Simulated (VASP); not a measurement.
A run of VASP 6.6.1:

The input POSCAR:

```
In4SbAs3
1.0
    7.2196375578      0.0000000000      0.0004729953
    0.0000000000      4.3889437904      0.0000000000
    0.0005021459      0.0000000000      7.6067237610
As Sb In
3 1 4
Direct
   -0.0022049014      0.0000000000      0.3278355857
    0.0012755715      0.5000000000      0.8377005608
    0.4991567378      0.5000000000      0.1692763469
    0.5037628428      0.0000000000      0.6648948696
    0.3666503772      0.0000000000      0.3205289346
    0.3675037888      0.5000000000      0.8479337478
    0.8696393451      0.5000000000      0.1663278499
    0.8942162381      0.0000000000      0.6655021047
```

File INCAR.step1:

```
ALGO = Normal
EDIFF = 1E-5
ENCUT = 550
GGA = PE
GGA_COMPAT = False
ISMEAR = -1
LASPH = True
LCHARG = False
LREAL = False
LWAVE = True
NBANDS = 46
NELM = 120
PREC = Accurate
SIGMA = 0.02
```

INCAR.step2

```
ALGO = Normal
EDIFF = 1E-6
ENCUT = 550
GGA_COMPAT = False
ISIF = 2
ISMEAR = -1
ISTART = 1
LASPH = True
LCHARG = False
LMIXTAU = True
LREAL = False
LWAVE = False
METAGGA = R2SCAN
NBANDS = 46
NELM = 120
PREC = Accurate
SIGMA = 0.02
```

File KPOINTS:

```
k-points
0
Gamma
  4 6 4
```

Potentials or basis: VASP PAW PBE potentials, release 64 (As, Sb, In_d).

Command:

```sh
$ cat potpaw_PBE.64/As/POTCAR potpaw_PBE.64/Sb/POTCAR potpaw_PBE.64/In_d/POTCAR > POTCAR
$ cp INCAR.step1 INCAR
$ mpirun -np 1 vasp_std > vasp.out
$ cp INCAR.step2 INCAR
$ mpirun -np 1 vasp_std > vasp.out
```

Hardware: 1 thread of Intel(R) Xeon(R) 6975P-C (Granite Rapids), with other jobs on the host.

Question: Estimate the wall time of this run.

Answer: It took 19 min on 1 thread of Intel(R) Xeon(R) 6975P-C (Granite Rapids), on a shared host, peak memory 0.64 GiB. Counts: k points 40.
